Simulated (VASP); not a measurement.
# Ge in VASP: single point with PBE+D3(BJ)

Aim: the single point of Ge with PBE+D3(BJ).

Everything below comes from runs of VASP 6.6.1. Logs are shortened: lines on timing, memory, paths and dates and some standing lists are left out, and cuts for length are marked.

## 1. The cell of the first run

The cell holds a repeated cell, 18 atoms: a = 4.074 Å, b = 4.074 Å, c = 29.939 Å, α = 90.00°, β = 90.00°, γ = 120.00°.

## 2. Single point, PBE+D3(BJ)

The input, INCAR:

```
ALGO     = Normal         # electronic algorithm
EDIFF    = 1E-6           # SCF threshold, eV
ENCUT    = 410            # plane-wave cutoff, eV
GGA      = PE             # functional
GGA_COMPAT= False        
ISIF     = 2              # what is computed and relaxed
ISMEAR   = 0              # smearing method
IVDW     = 12             # dispersion correction
LASPH    = True           # aspherical terms in the spheres
LCHARG   = True           # write CHGCAR
LELF     = True           # ELF
LREAL    = False          # projectors in reciprocal space
LVHAR    = True         
LWAVE    = False          # write WAVECAR
NBANDS   = 141            # bands
NELM     = 120            # most SCF steps
PREC     = Accurate       # precision mode
SIGMA    = 0.03           # smearing width, eV
```

The input, KPOINTS:

```
k-points
0
Gamma
  9 9 1
```

The input, POSCAR:

```
Ge
1.0
    4.0740339104      0.0000000293      0.0000000000
   -2.0370169806      3.5282168477      0.0000000000
    0.0000000000      0.0000000000     29.9394440933
Ge
18
Direct
    0.0000000000      0.0000000000     -0.0000033208
    0.0000000000      0.0000000000      0.0833366542
    0.3333333333      0.6666666667      0.1111077903
    0.3333333333      0.6666666667      0.1944477653
    0.6666666667      0.3333333333      0.2222189014
    0.6666666667      0.3333333333      0.3055588764
    0.0000000000      0.0000000000      0.3333300125
    0.0000000000      0.0000000000      0.4166699875
    0.3333333333      0.6666666667      0.4444411236
    0.3333333333      0.6666666667      0.5277810986
    0.6666666667      0.3333333333      0.5555522347
    0.6666666667      0.3333333333      0.6388922097
    0.0000000000      0.0000000000      0.6666633458
    0.0000000000      0.0000000000      0.7500033208
    0.3333333333      0.6666666667      0.7777744570
    0.3333333333      0.6666666667      0.8611144319
    0.6666666667      0.3333333333      0.8888855681
    0.6666666667      0.3333333333      0.9722255430
```

Potentials or basis: VASP PAW PBE potentials, release 64 (Ge_d).

Command:

```
$ cat potpaw_PBE.64/Ge_d/POTCAR > POTCAR
$ mpirun -np 1 vasp_std > vasp.out
```

OUTCAR:

```text
EDIFF = 1E-6
   ENCUT = 410
   GGA = PE
   ISIF = 2
   ISMEAR = 0
   IVDW = 12
   LASPH = True
   LREAL = False
   NELM = 120
   PREC = Accurate
 IVDW          = 12

 ion  position               nearest neighbor table
   1  0.000  0.000  1.000-  18 2.49  18 2.49  18 2.49   2 2.50
   2  0.000  0.000  0.083-   3 2.49   3 2.49   3 2.49   1 2.50
   3  0.333  0.667  0.111-   2 2.49   2 2.49   2 2.49   4 2.50
   4  0.333  0.667  0.194-   5 2.49   5 2.49   5 2.49   3 2.50
   5  0.667  0.333  0.222-   4 2.49   4 2.49   4 2.49   6 2.50
   6  0.667  0.333  0.306-   7 2.49   7 2.49   7 2.49   5 2.50
[... 10 lines left out ...]
  17  0.667  0.333  0.889-  16 2.49  16 2.49  16 2.49  18 2.50
  18  0.667  0.333  0.972-   1 2.49   1 2.49   1 2.49  17 2.50

  LATTYP: Found a hexagonal cell.
 ALAT       =     4.0740339104
 C/A-ratio  =     7.3488450886

  Lattice vectors:

 A1 = (   4.0740339104,   0.0000000293,   0.0000000000)
 A2 = (  -2.0370169806,   3.5282168477,   0.0000000000)
 A3 = (   0.0000000000,   0.0000000000,  29.9394440933)

Analysis of symmetry for initial positions (statically):
=====================================================================
 Subroutine PRICEL returns following result:

  LATTYP: Found a trigonal (rhomboedric) cell.
 ALAT       =     4.0741728306
 COS(alpha) =     0.5000340972

  Lattice vectors:

 A1 = (   2.0370169635,  -1.1760722727,   3.3266048989)
 A2 = (  -0.0000000171,   2.3521445750,   3.3266048989)
 A3 = (  -2.0370169463,  -1.1760723023,   3.3266048989)

   9 primitive cells build up your supercell.

 Routine SETGRP: Setting up the symmetry group for a
 hexagonal supercell.

 Subroutine GETGRP returns: Found 12 space group operations
 (whereof  6 operations were pure point group operations)
 out of a pool of 24 trial point group operations.

The static configuration has the point symmetry C_3v.
 The point group associated with its full space group is D_3d.

Analysis of symmetry for dynamics (positions and initial velocities):
=====================================================================
 Subroutine PRICEL returns following result:

  LATTYP: Found a trigonal (rhomboedric) cell.
 ALAT       =     4.0741728306
 COS(alpha) =     0.5000340972

  Lattice vectors:

 A1 = (   2.0370169635,  -1.1760722727,   3.3266048989)
 A2 = (  -0.0000000171,   2.3521445750,   3.3266048989)
 A3 = (  -2.0370169463,  -1.1760723023,   3.3266048989)

   9 primitive cells build up your supercell.

 Routine SETGRP: Setting up the symmetry group for a
 hexagonal supercell.

 Subroutine GETGRP returns: Found 12 space group operations
 (whereof  6 operations were pure point group operations)
 out of a pool of 24 trial point group operations.

The dynamic configuration has the point symmetry C_3v.
 The point group associated with its full space group is D_3d.

 Subroutine INISYM returns: Found 12 space group operations
 (whereof  6 operations are pure point group operations),
 and found     9 'primitive' translations

----------------------------------------------------------------------------------------

                                     Primitive cell

  volume of cell :      47.8169

  direct lattice vectors                    reciprocal lattice vectors
     2.037016963 -1.176072273  3.326604899     0.245456966 -0.141714643  0.100202261
    -0.000000017  2.352144575  3.326604899    -0.000000002  0.283429290  0.100202261
    -2.037016946 -1.176072302  3.326604899    -0.245456964 -0.141714647  0.100202261

  length of vectors
     4.074172831  4.074172831  4.074172831     0.300620451  0.300620451  0.300620451

  position of ions in fractional coordinates (direct lattice)
     0.999990038  0.999990038  0.999990038
     0.250009963  0.250009963  0.250009963

  ion indices of the primitive-cell ions
   primitive index   ion index
                 1           1
                 2           2

----------------------------------------------------------------------------------------

 KPOINTS: k-points

Automatic generation of k-mesh.
 Grid dimensions read from file:
 generate k-points for:    9    9    1

 Generating k-lattice:

  Cartesian coordinates                     Fractional coordinates (reciprocal lattice)
     0.027272996  0.015746072  0.000000000     0.111111111 -0.000000000  0.000000000
    -0.000000000  0.031492143  0.000000000     0.000000000  0.111111111  0.000000000
     0.000000000  0.000000000  0.033400754     0.000000000  0.000000000  1.000000000

  Length of vectors
     0.031492143  0.031492143  0.033400754

  Shift w.r.t. Gamma in fractional coordinates (k-lattice)
     0.000000000  0.000000000  0.000000000

 Subroutine IBZKPT returns following result:
 ===========================================

 Found     12 irreducible k-points:

 Following reciprocal coordinates:
            Coordinates               Weight
  0.000000  0.000000  0.000000      1.000000
  0.111111  0.000000  0.000000      6.000000
  0.222222  0.000000  0.000000      6.000000
  0.333333  0.000000  0.000000      6.000000
  0.444444  0.000000  0.000000      6.000000
  0.111111  0.111111  0.000000      6.000000
  0.222222  0.111111  0.000000     12.000000
  0.333333  0.111111  0.000000     12.000000
  0.444444  0.111111  0.000000      6.000000
  0.222222  0.222222  0.000000      6.000000
  0.333333  0.222222  0.000000     12.000000
  0.333333  0.333333  0.000000      2.000000
   k-points           NKPTS =     12   k-points in BZ     NKDIM =     12   number of bands    NBANDS=    141
   number of dos      NEDOS =    301   number of ions     NIONS =     18
   total plane-waves  NPLWV = 156800
   dimension x,y,z NGX =    28 NGY =   28 NGZ =  200
   dimension x,y,z NGXF=    56 NGYF=   56 NGZF=  400
   ions per type =              18
   NGX,Y,Z   is equivalent  to a cutoff of  11.43, 11.43, 11.11 a.u.
   NGXF,Y,Z  is equivalent  to a cutoff of  22.85, 22.85, 22.21 a.u.
 SYSTEM =  unknown system
   PREC   = accura    normal or accurate (medium, high low for compatibility)
   ISTART =      0    job   : 0-new  1-cont  2-samecut
   ICHARG =      2    charge: 1-file 2-atom 10-const
   ISPIN  =      1    spin polarized calculation?
   LNONCOLLINEAR =      F non collinear calculations
   LSORBIT =      F    spin-orbit coupling
   LASPH  =      T    aspherical Exc in radial PAW
   ENCUT  =  410.0 eV  30.13 Ry    5.49 a.u.   6.73  6.73 49.43*2*pi/ulx,y,z
   NELM   =    120;   NELMIN=  2; NELMDL= -5     # of ELM steps
   EDIFF  = 0.1E-05   stopping-criterion for ELM
   LREAL  =      F    real-space projection
   EDIFFG = 0.1E-04   stopping-criterion for IOM
   NSW    =      0    number of steps for IOM
   IBRION =     -1    ionic relax: 0-MD 1-quasi-New 2-CG
   NFREE  =      0    steps in history (QN), initial steepest desc. (CG)
   ISIF   =      2    stress and relaxation
   ISYM   =      2    0-nonsym 1-usesym 2-fastsym
   POTIM  = 0.5000    time-step for ionic-motion
   TEBEG  =    0.0;   TEEND  =   0.0 temperature during run
   PSTRESS=    0.0 pullay stress
   NELECT =     252.0000    total number of electrons
   NUPDOWN=      -1.0000    fix difference up-down
   EMIN   =  10.00;   EMAX   =-10.00  energy-range for DOS
   EFERMI =   0.00;   METHOD = LEGACY
   ISMEAR =     0;   SIGMA  =   0.03  broadening in eV -4-tet -1-fermi 0-gaus
   EFERMI_NEDOS =   21; number of points for ismear=-14 and -15
   IALGO  =     38    algorithm
   IMIX   =      4    mixing-type and parameters
     AMIX     =   0.40;   BMIX     =  1.00
     AMIX_MAG =   1.60;   BMIX_MAG =  1.00
  volume/ion in A,a.u.               =      23.91       161.34
  Fermi-wavevector in a.u.,A,eV,Ry     =   1.369621  2.588209 25.522654  1.875862
  Thomas-Fermi vector in A             =   2.495480
   LORBIT       =      0    0 simple, 1 ext, 2 COOP (PROOUT), +10 PAW based schemes
   GGA     = PE    functional components
   LHFCALC =     F    Hartree Fock is set to
   AEXX    =    0.0000 exact exchange contribution
   IVDW    =    12    specifies the selected vdW correction
   LEPSILON=     F    determine dielectric tensor
   LRPA    =     F    only Hartree local field effects (RPA)
 non-spin polarized calculation
 Gauss-broadening in eV      SIGMA  =   0.03
  energy-cutoff  :      410.00
  volume of cell :      430.35
 maximum number of plane-waves:      8145
 NGX is ok and might be reduce to    28
   NGX = 13   NGY = 13   NGZ = 99

 number of electron     252.0000031 magnetization

 Free energy of the ion-electron system (eV)
  ---------------------------------------------------
  ext. energy  EPLUGINS =         0.00000000
  ---------------------------------------------------
  free energy    TOTEN  =       -81.30182173 eV

  energy without entropy =      -81.30117097  energy(sigma->0) =      -81.30149635

 E-fermi :   4.4829     XC(G=0):  -9.6680

 val. band max:        4.4753841979   @ k =   0.0000   0.0000   0.0000
 cond. band min:       4.5233404486   @ k =   0.0000   0.0000   0.0000
 fundamental gap:      0.0479562507
 Fermi energy:         4.4828536463

 k-point     1 :       0.0000    0.0000    0.0000
  band No.  band energies     occupation
      1     -20.2869      2.00000
      2     -20.2869      2.00000
      3     -20.2869      2.00000
      4     -20.2869      2.00000
      5     -20.2849      2.00000
      6     -20.2849      2.00000
[... 130 lines left out ...]
    137       7.0051      0.00000
    138       7.0054      0.00000

 k-point     2 :       0.1111    0.0000    0.0000
  band No.  band energies     occupation
      1     -20.2961      2.00000
      2     -20.2950      2.00000
      3     -20.2926      2.00000
      4     -20.2903      2.00000
      5     -20.2899      2.00000
      6     -20.2896      2.00000
[... 1540 lines left out ...]
    137       8.7740      0.00000
    138       8.7740      0.00000
 [bands above 138 left out]

------------------------ aborting loop because EDIFF is reached ----------------------------------------

 Edisp (eV)   -5.06025

 E8    (eV) :    -2.2658

  FORCE on cell =-STRESS in cart. coord.  units (eV):
  Direction    XX          YY          ZZ          XY          YZ          ZX
  --------------------------------------------------------------------------------------
  -------------------------------------------------------------------------------------
  Total      -6.00071    -6.00071    -6.18374     0.00000    -0.00000     0.00000
  in kB     -22.34033   -22.34033   -23.02174     0.00000    -0.00000     0.00000
  external pressure =      -22.57 kB  Pullay stress =        0.00 kB

 VOLUME and BASIS-vectors are now :
 -----------------------------------------------------------------------------
  energy-cutoff  :      410.00
  volume of cell :      430.35
      direct lattice vectors                 reciprocal lattice vectors
     4.074033910  0.000000029  0.000000000     0.245456964  0.141714647  0.000000000
    -2.037016981  3.528216848  0.000000000    -0.000000002  0.283429290  0.000000000
     0.000000000  0.000000000 29.939444093     0.000000000  0.000000000  0.033400754

 POSITION                                       TOTAL-FORCE (eV/Angst)
 -----------------------------------------------------------------------------------
      0.00000      0.00000     29.93934        -0.000000      0.000000     -0.000945
      0.00000      0.00000      2.49505         0.000000     -0.000000      0.000945
     -0.00000      2.35214      3.32651        -0.000000     -0.000000     -0.000945
     -0.00000      2.35214      5.82166         0.000000     -0.000000      0.000945
      2.03702      1.17607      6.65311         0.000000      0.000000     -0.000945
      2.03702      1.17607      9.14826         0.000000      0.000000      0.000945
[... 10 lines left out ...]
      2.03702      1.17607     26.61274        -0.000000      0.000000     -0.000945
      2.03702      1.17607     29.10789         0.000000     -0.000000      0.000945
 -----------------------------------------------------------------------------------
    total drift:                                0.000000     -0.000000      0.000009

  FREE ENERGIE OF THE ION-ELECTRON SYSTEM (eV)
  ---------------------------------------------------
  free  energy   TOTEN  =       -86.3620747767 eV

  energy  without entropy=      -86.3614240166  energy(sigma->0) =      -86.36174940
```

Wall time 21 min (1 thread of Intel Xeon 8259CL, shared host); peak memory 0.55 GiB.

Results:

```
Free energy                : -86.3621 eV
Pressure                   : -2.3 GPa
Band gap on the k mesh     : zero (filled and empty bands touch)
Dispersion energy per atom : -0.281 eV
```

The gap in the log of VASP goes by the Fermi energy; the results here count the filled bands.